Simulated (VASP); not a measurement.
# TeRu (F-43m) in VASP: further runs

Runs on TeRu. Level: LDA+U. Tasks: single point.

All numbers are computed with VASP 6.6.1; they aren't measurements. Logs are shortened: lines on timing, memory, paths and dates and some standing lists are left out, and cuts for length are marked.

**1. The cell of the first run**

The structure is cubic, space group F-43m (No. 216). The conventional cell has a = 6.228 Å, b = 6.228 Å, c = 6.228 Å, α = 90.00°, β = 90.00°, γ = 90.00°. Within 3.6 Å of Ru (site symmetry -43m) lie 4 Te at 2.70 Å. Within 3.6 Å of Te (site symmetry -43m) lie 4 Ru at 2.70 Å.

**2. Single point, LDA+U, collinear spin, ferromagnetic start**

The input, INCAR:

```
PREC     = Accurate       # precision mode
ENCUT    = 500            # plane-wave cutoff, eV
EDIFF    = 1E-6           # SCF threshold, eV
ISMEAR   = 0              # smearing method
SIGMA    = 0.05           # smearing width, eV
LREAL    = False          # projectors in reciprocal space
LASPH    = True           # aspherical terms in the spheres
NELM     = 200            # most SCF steps
ALGO     = Normal         # electronic algorithm
ISIF     = 2              # what is computed and relaxed
LWAVE    = False          # write WAVECAR
LCHARG   = True           # write CHGCAR
ISPIN    = 2              # spin polarisation
MAGMOM   = 3.42 0.3       # initial moments
LORBIT   = 11             # projections on sites
NUPDOWN  = 4.4            # fixed moment
LMAXMIX  = 4              # l up to which the mixer works
LDAU     = True           # DFT+U
LDAUTYPE = 2            
LDAUL    = 2 -1           # shell
LDAUU    = 6 0            # U, eV
LDAUJ    = 0 0          
LDAUPRINT= 1            
LELF     = True           # ELF
LVHAR    = True         
NBANDS   = 21             # bands
GGA_COMPAT= False
```

The input, KPOINTS:

```
Automatic mesh
0
Gamma
  5 5 5
```

The input, POSCAR:

```
TeRu
1.0
    0.0000000000      3.1139297200      3.1139297200
    3.1139297200      0.0000000000      3.1139297200
    3.1139297200      3.1139297200      0.0000000000
Ru Te
1 1
Direct
    0.0000000000      0.0000000000      0.0000000000
    0.2500000000      0.2500000000      0.2500000000
```

Potentials or basis: VASP PAW LDA potentials, release 64 (Ru_pv, Te).

Run with:

```
$ cat potpaw_LDA.64/Ru_pv/POTCAR potpaw_LDA.64/Te/POTCAR > POTCAR
$ mpirun -np 1 vasp_std > vasp.out
```

OUTCAR:

```text
PREC = Accurate
   ENCUT = 500
   EDIFF = 1E-6
   ISMEAR = 0
   LREAL = False
   LASPH = True
   NELM = 200
   ISIF = 2
   ISPIN = 2
   LORBIT = 11
   NUPDOWN = 4.4

 ion  position               nearest neighbor table
   1  0.000  0.000  0.000-   2 2.70   2 2.70   2 2.70   2 2.70
   2  0.250  0.250  0.250-   1 2.70   1 2.70   1 2.70   1 2.70

  LATTYP: Found a face centered cubic cell.
 ALAT       =     6.2278594400

  Lattice vectors:

 A1 = (   0.0000000000,   3.1139297200,   3.1139297200)
 A2 = (   3.1139297200,   0.0000000000,   3.1139297200)
 A3 = (   3.1139297200,   3.1139297200,   0.0000000000)

Analysis of symmetry for initial positions (statically):
=====================================================================
 Subroutine PRICEL returns:
 Original cell was already a primitive cell.

 Routine SETGRP: Setting up the symmetry group for a
 face centered cubic supercell.

 Subroutine GETGRP returns: Found 24 space group operations
 (whereof 24 operations were pure point group operations)
 out of a pool of 48 trial point group operations.

The static configuration has the point symmetry T_d .

Analysis of symmetry for dynamics (positions and initial velocities):
=====================================================================
 Subroutine PRICEL returns:
 Original cell was already a primitive cell.

 Routine SETGRP: Setting up the symmetry group for a
 face centered cubic supercell.

 Subroutine GETGRP returns: Found 24 space group operations
 (whereof 24 operations were pure point group operations)
 out of a pool of 48 trial point group operations.

The dynamic configuration has the point symmetry T_d .

Analysis of structural, dynamic, and magnetic symmetry:
=====================================================================
 Subroutine PRICEL returns:
 Original cell was already a primitive cell.

 Routine SETGRP: Setting up the symmetry group for a
 face centered cubic supercell.

 Subroutine GETGRP returns: Found 24 space group operations
 (whereof 24 operations were pure point group operations)
 out of a pool of 48 trial point group operations.

The overall configuration has the point symmetry T_d .

 Subroutine INISYM returns: Found 24 space group operations
 (whereof 24 operations are pure point group operations),
[... 150 lines left out ...]
  o =  0.9012  v =  0.0000  0.0000  0.0652 -0.0000 -0.9979  0.0000  0.0000  0.0000  0.0000  0.0000      0.0000  0.0000  0.0000  0.0000  0.0000  0.0000  0.0000  0.0000  0.0000  0.0000
  o =  0.9012  v =  0.0000  0.0000 -0.9979  0.0000 -0.0652  0.0000  0.0000  0.0000  0.0000  0.0000      0.0000  0.0000  0.0000  0.0000  0.0000  0.0000  0.0000  0.0000  0.0000  0.0000
  o =  0.9088  v =  0.0000 -0.0620 -0.0000 -0.9981 -0.0000  0.0000  0.0000  0.0000  0.0000  0.0000      0.0000  0.0000  0.0000  0.0000  0.0000  0.0000  0.0000  0.0000  0.0000  0.0000
  o =  0.9088  v =  0.0000  0.9981  0.0000 -0.0620  0.0000  0.0000  0.0000  0.0000  0.0000  0.0000      0.0000  0.0000  0.0000  0.0000  0.0000  0.0000  0.0000  0.0000  0.0000  0.0000
  o =  0.9088  v =  1.0000  0.0000  0.0000  0.0000  0.0000  0.0000  0.0000  0.0000  0.0000  0.0000      0.0000  0.0000  0.0000  0.0000  0.0000  0.0000  0.0000  0.0000  0.0000  0.0000

 number of electron      19.9999995 magnetization       4.3999766

 Free energy of the ion-electron system (eV)
  ---------------------------------------------------
  ext. energy  EPLUGINS =         0.00000000
  ---------------------------------------------------
  free energy    TOTEN  =        -5.73489632 eV

  energy without entropy =       -5.73204251  energy(sigma->0) =       -5.73346942

 E-fermi :   4.9190     XC(G=0):  -9.6222

 val. band max:        8.1685730200   @ k =   0.4000   0.4000   0.0000
 cond. band min:       4.9452567884   @ k =  -0.4000   0.4000   0.0000
 fundamental gap:     -3.2233162316
 Fermi energy:         8.5537303899

 spin component 1

 k-point     1 :       0.0000    0.0000    0.0000
  band No.  band energies     occupation
      1     -39.2844      1.00000
      2     -39.2844      1.00000
      3     -39.2844      1.00000
      4      -6.8747      1.00000
      5      -1.2457      1.00000
      6      -1.2457      1.00000
[... 229 lines left out ...]
     20      17.3591      0.00000
     21      18.4935      0.00000
 Fermi energy:         4.9189597634

 spin component 2

 k-point     1 :       0.0000    0.0000    0.0000
  band No.  band energies     occupation
      1     -37.0060      1.00000
      2     -37.0060      1.00000
      3     -37.0060      1.00000
      4      -6.4370      1.00000
      5       1.9717      1.00000
      6       1.9717      1.00000
[... 229 lines left out ...]
     20      17.9596      0.00000
     21      19.3061      0.00000

------------------------ aborting loop because EDIFF is reached ----------------------------------------

  FORCE on cell =-STRESS in cart. coord.  units (eV):
  Direction    XX          YY          ZZ          XY          YZ          ZX
  --------------------------------------------------------------------------------------
  -------------------------------------------------------------------------------------
  Total        1.9431775      1.9431775      1.9431775      0.0000000      0.0000000      0.0000000
  in kB       51.5545074     51.5545074     51.5545074      0.0000000      0.0000000      0.0000000
  external PRESSURE =      51.5545074 kB  Pullay stress =       0.0000000 kB

 VOLUME and BASIS-vectors are now :
 -----------------------------------------------------------------------------
  energy-cutoff  :      500.00
  volume of cell :       60.39
      direct lattice vectors                 reciprocal lattice vectors
     0.000000000  3.113929720  3.113929720    -0.160568813  0.160568813  0.160568813
     3.113929720  0.000000000  3.113929720     0.160568813 -0.160568813  0.160568813
     3.113929720  3.113929720  0.000000000     0.160568813  0.160568813 -0.160568813

 POSITION                                       TOTAL-FORCE (eV/Angst)
 -----------------------------------------------------------------------------------
      0.00000      0.00000      0.00000        -0.000000     -0.000000     -0.000000
      1.55696      1.55696      1.55696         0.000000      0.000000      0.000000
 -----------------------------------------------------------------------------------
    total drift:                               -0.000000     -0.000000     -0.000000

  FREE ENERGIE OF THE ION-ELECTRON SYSTEM (eV)
  ---------------------------------------------------
  free  energy   TOTEN  =        -5.7348963190 eV

  energy  without entropy=       -5.7320425130  energy(sigma->0) =       -5.73346942

 total charge

# of ion       s       p       d       tot
------------------------------------------
    1        0.335   6.184   5.749  12.268
    2        1.367   2.076   0.060   3.503
--------------------------------------------------
tot          1.702   8.259   5.809  15.770

 magnetization (x)

# of ion       s       p       d       tot
------------------------------------------
    1        0.067   0.084   3.256   3.407
    2        0.049   0.255   0.015   0.319
--------------------------------------------------
tot          0.116   0.339   3.271   3.727
```

OSZICAR:

```text
N       E                     dE             d eps       ncg     rms          rms(c)
DAV:   1     0.124618638007E+03    0.12462E+03   -0.10020E+04   952   0.791E+02
DAV:   2    -0.139982808740E+01   -0.12602E+03   -0.12163E+03   949   0.219E+02
DAV:   3    -0.497061094461E+01   -0.35708E+01   -0.35352E+01  1016   0.355E+01
DAV:   4    -0.502098761492E+01   -0.50377E-01   -0.50306E-01  1193   0.408E+00
DAV:   5    -0.502132942177E+01   -0.34181E-03   -0.34168E-03  1014   0.281E-01    0.136E+01
DAV:   6    -0.535000440769E+01   -0.32867E+00   -0.27488E+00   950   0.148E+01    0.928E+00
DAV:   7    -0.562296449731E+01   -0.27296E+00   -0.49810E-01   925   0.435E+00    0.527E+00
DAV:   8    -0.569437212403E+01   -0.71408E-01   -0.15435E-01   925   0.305E+00    0.280E+00
DAV:   9    -0.572078590166E+01   -0.26414E-01   -0.19680E-02   965   0.836E-01    0.150E+00
DAV:  10    -0.572889635929E+01   -0.81105E-02   -0.61284E-03   970   0.389E-01    0.417E-01
DAV:  11    -0.573283680103E+01   -0.39404E-02   -0.21853E-03   935   0.264E-01    0.205E-01
DAV:  12    -0.573472947016E+01   -0.18927E-02   -0.34469E-03   945   0.409E-01    0.147E-01
DAV:  13    -0.573489940188E+01   -0.16993E-03   -0.53420E-04   965   0.156E-01    0.709E-02
DAV:  14    -0.573489769261E+01    0.17093E-05   -0.17496E-05   998   0.222E-02    0.440E-02
DAV:  15    -0.573489611246E+01    0.15802E-05   -0.59752E-06   920   0.177E-02    0.131E-02
DAV:  16    -0.573489631899E+01   -0.20653E-06   -0.88694E-07   644   0.489E-03
   1 F= -.57348963E+01 E0= -.57334694E+01  d E =-.285381E-02  mag=     4.4000
```

Wall time 21 s (1 thread of Intel Xeon Platinum 8375C at 2.90GHz (Ice Lake), shared host); peak memory 0.17 GiB.

Results:

- Free energy: -5.7349 eV
- Pressure: 5.2 GPa
- Net moment: 4.40 μB per cell
- Site moments: Ru +3.41; Te +0.32 μB
- Valence electrons inside the program's atomic spheres: Ru 12.27; Te 3.50

Eigenvalues of the final occupation matrices:
```csv
site,spin,trace,eigenvalues
site 1 d,1,4.53,0.90 0.90 0.91 0.91 0.91
site 1 d,2,1.26,0.04 0.04 0.39 0.39 0.39
```

Caveat: the cell stands under pressure; spin-orbit coupling is left out, which moves the levels of the heavy elements; the total moment is fixed, so each spin has its own Fermi level and the state may be an excited one; the U is typed as a test and isn't derived for this compound.

**3. Single point, LDA+U, collinear spin, ferromagnetic start**

The input, INCAR:

```
ALGO = Normal ; EDIFF = 1E-6
ENCUT = 500 ; GGA = CA
GGA_COMPAT = False ; ISIF = 2
ISMEAR = 0 ; ISPIN = 2
LASPH = True ; LCHARG = True
LDAU = True ; LDAUJ = 0 0
LDAUL = 2 -1 ; LDAUPRINT = 1
LDAUTYPE = 2 ; LDAUU = 6 0
LELF = True ; LMAXMIX = 4
LORBIT = 11 ; LREAL = False
LVHAR = True ; LWAVE = False
MAGMOM = 4 0 ; NBANDS = 21
NELM = 200 ; PREC = Accurate
SIGMA = 0.05
```

The input, KPOINTS:

```
k-points
0
Gamma
  5 5 5
```

POSCAR is that of step 2.

Potentials or basis: VASP PAW LDA potentials, release 64 (Ru_pv, Te).

Run with:

```
$ cat potpaw_LDA.64/Ru_pv/POTCAR potpaw_LDA.64/Te/POTCAR > POTCAR
$ mpirun -np 1 vasp_std > vasp.out
```

It took 22 s on 1 thread of Intel Xeon Platinum 8375C at 2.90GHz (Ice Lake), shared host; peak memory 0.17 GiB.

Results (log left out):

```yaml
Free_energy: -6.3578 eV
Pressure: -3.5 GPa
Net_moment: 3.10 μB per cell
Site_moments: Ru +2.83; Te +0.04 μB
Valence_electrons_inside_the_program's_atomic_spheres: Ru 12.38; Te 3.43
```

Levels at points of the mesh, in eV from the Fermi level:
Spin up:
```
           k point  band 8  band 9  band 10  band 11  band 12  band 13  band 14  band 15
(0.00, 0.00, 0.00)   -4.65   -4.65     1.25     1.25     1.25     1.73     5.44     5.44
```
Spin down:
```tsv
k point	band 6	band 7	band 8	band 9	band 10	band 11
(0.00, 0.00, 0.00)	-3.12	-3.12	-0.01	-0.01	2.08	3.39
```

Eigenvalues of the final occupation matrices:
```tsv
site	spin	trace	eigenvalues
site 1 d	1	4.37	0.86 0.86 0.86 0.89 0.89
site 1 d	2	1.61	0.30 0.30 0.34 0.34 0.34
```

Caveat: the cell stands under tension; an empty level that is flat over the whole mesh can mark a ghost state of the potentials, or a narrow d or f band; spin-orbit coupling is left out, which moves the levels of the heavy elements; the U is typed as a test and isn't derived for this compound.

**4. Single point, LDA+U, collinear spin, zero start**

The input, INCAR:

```
SYSTEM = TeRu
ALGO     = Normal         ! electronic algorithm
EDIFF    = 1E-6           ! SCF threshold, eV
ENCUT    = 500            ! plane-wave cutoff, eV
GGA      = CA             ! functional
GGA_COMPAT= .False.      
ISIF     = 2              ! what is computed and relaxed
ISMEAR   = 0              ! smearing method
ISPIN    = 2              ! spin polarisation
LASPH    = .True.         ! aspherical terms in the spheres
LCHARG   = .False.        ! write CHGCAR
LDAU     = .True.         ! DFT+U
LDAUJ    = 0 0          
LDAUL    = 2 -1           ! shell
LDAUPRINT= 1            
LDAUTYPE = 2            
LDAUU    = 6 0            ! U, eV
LMAXMIX  = 4              ! l up to which the mixer works
LORBIT   = 11             ! projections on sites
LREAL    = .False.        ! projectors in reciprocal space
LWAVE    = .False.        ! write WAVECAR
MAGMOM   = 0 0            ! initial moments
NBANDS   = 21             ! bands
NELM     = 200            ! most SCF steps
NUPDOWN  = 0.0            ! fixed moment
PREC     = Accurate       ! precision mode
SIGMA    = 0.05           ! smearing width, eV
```

The input, KPOINTS:

```
k-points
0
Gamma
  5 5 5
  0 0 0
```

POSCAR is that of step 3.

Run with:

```
$ cat potpaw_LDA.64/Ru_pv/POTCAR potpaw_LDA.64/Te/POTCAR > POTCAR
$ mpirun -np 1 vasp_std > vasp.out
```

Run time: 17 s. Hardware: 1 thread of Intel Xeon Platinum 8375C at 2.90GHz (Ice Lake), shared host; peak memory 0.17 GiB.

It converged, with:

```yaml
Free_energy: -6.2581 eV
Pressure: -13.6 GPa
Net_moment: 0.00 μB per cell
Valence_electrons_inside_the_program's_atomic_spheres: Ru 12.55; Te 3.35
```

Eigenvalues of the final occupation matrices:
```
    site  spin  trace               eigenvalues
site 1 d     1   3.11  0.49 0.49 0.49 0.82 0.82
site 1 d     2   3.11  0.49 0.49 0.49 0.82 0.82
```

Caveat: the cell stands under tension; spin-orbit coupling is left out, which moves the levels of the heavy elements; the total moment is fixed, so each spin has its own Fermi level; the U is typed as a test and isn't derived for this compound.

**5. Single point, LDA+U, collinear spin, ferromagnetic start**

The input, INCAR:

```
SYSTEM = TeRu
ALGO = Normal
EDIFF = 1E-6
ENCUT = 500
GGA = CA
GGA_COMPAT = .FALSE.
ISIF = 2
ISMEAR = 0
ISPIN = 2
LASPH = .TRUE.
LCHARG = .FALSE.
LDAU = .TRUE.
LDAUJ = 0 0
LDAUL = 2 -1
LDAUPRINT = 1
LDAUTYPE = 2
LDAUU = 6 0
LMAXMIX = 4
LORBIT = 11
LREAL = .FALSE.
LWAVE = .FALSE.
MAGMOM = 2 0
NBANDS = 21
NELM = 200
NUPDOWN = 2.0
PREC = Accurate
SIGMA = 0.05
```

The input, KPOINTS:

```
k-points
0
G
  5 5 5
  0 0 0
```

POSCAR is that of step 4.

Run with:

```
$ cat potpaw_LDA.64/Ru_pv/POTCAR potpaw_LDA.64/Te/POTCAR > POTCAR
$ mpirun -np 1 vasp_std > vasp.out
```

Wall time 18 s (1 thread of Intel Xeon Platinum 8375C at 2.90GHz (Ice Lake), shared host); peak memory 0.17 GiB.

The run converged. Its results:

* Free energy: -7.1705 eV
* Pressure: -2.9 GPa
* Net moment: 2.00 μB per cell
* Site moments: Ru +2.08; Te -0.23 μB
* Valence electrons inside the program's atomic spheres: Ru 12.52; Te 3.42

Eigenvalues of the final occupation matrices:
| site | spin | trace | eigenvalues |
| --- | --- | --- | --- |
| site 1 d | 1 | 4.10 | 0.80 0.80 0.80 0.84 0.84 |
| site 1 d | 2 | 2.05 | 0.12 0.12 0.12 0.84 0.84 |

Caveat: spin-orbit coupling is left out, which moves the levels of the heavy elements; the total moment is fixed, so each spin has its own Fermi level and the state may be an excited one; the U is typed as a test and isn't derived for this compound. The state reached can hang on the start; a lower one may exist.

**6. Overview**

| spin | fixed moment (μB) | pressure (GPa) | moment (μB) |
| --- | --- | --- | --- |
| collinear, ferromagnetic start | 4.4 | 5.2 | 4.40 |
| collinear, ferromagnetic start | - | -3.5 | 3.10 |
| collinear, zero start | 0.0 | -13.6 | 0.00 |
| collinear, ferromagnetic start | 2.0 | -2.9 | 2.00 |

Alike in all rows: task single point; level LDA+U; potentials or basis VASP PAW LDA potentials, release 64 (Ru_pv, Te); Ru d U = 6.0 eV; cell as given; k mesh 5 × 5 × 5; cutoff (eV) 500; smearing gaussian 0.05 eV.

Caveats: spin-orbit coupling is left out, which moves the levels of the heavy elements; the U is typed as a test and isn't derived for this compound; the total moment is fixed, so each spin has its own Fermi level and the state may be an excited one (at least some runs); the cell stands under tension (at least some runs); the cell stands under pressure (at least some runs); an empty level that is flat over the whole mesh can mark a ghost state of the potentials, or a narrow d or f band (at least some runs); the total moment is fixed, so each spin has its own Fermi level (at least some runs).

Total energies depend on the potentials used, so only differences within one code and one set of settings carry meaning.
